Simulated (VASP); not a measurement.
A run of VASP 6.6.1:

File INCAR:

```
PREC = Accurate
ENCUT = 600
EDIFF = 1E-6
ISMEAR = -1
SIGMA = 0.1
LREAL = False
LASPH = True
NELM = 150
ALGO = Normal
ISIF = 3
LWAVE = False
LCHARG = False
ISPIN = 2
MAGMOM = 2.5
LORBIT = 11
LMAXMIX = 4
GGA = PE
IBRION = 2
NSW = 32
EDIFFG = -0.005
PSTRESS = -19.0
```

The input KPOINTS:

```
Automatic mesh
0
Gamma
  16 16 16
```

The input POSCAR:

```
Fe
1.0
    2.3827194538      0.0000000000      0.0000000000
    0.0000000000      2.3827194538      0.0000000000
    0.0000000000      0.0000000000      2.3827194538
Fe
1
Direct
    0.0000000000      0.0000000000      0.0000000000
```

Potentials or basis: VASP PAW PBE potentials, release 64 (Fe).

The run is started by

```bash
$ cat potpaw_PBE.64/Fe/POTCAR > POTCAR
$ mpirun -np 1 vasp_std > vasp.out
```

Hardware: 1 thread of Intel(R) Xeon(R) 6975P-C (Granite Rapids), on a shared host.

Question: How long does it take, and how much memory?

Answer: Run time: 37 s on 1 thread of Intel(R) Xeon(R) 6975P-C (Granite Rapids) (shared host), peak memory 0.16 GiB. Counts: scf iterations 26, k points 165, ion steps 3.
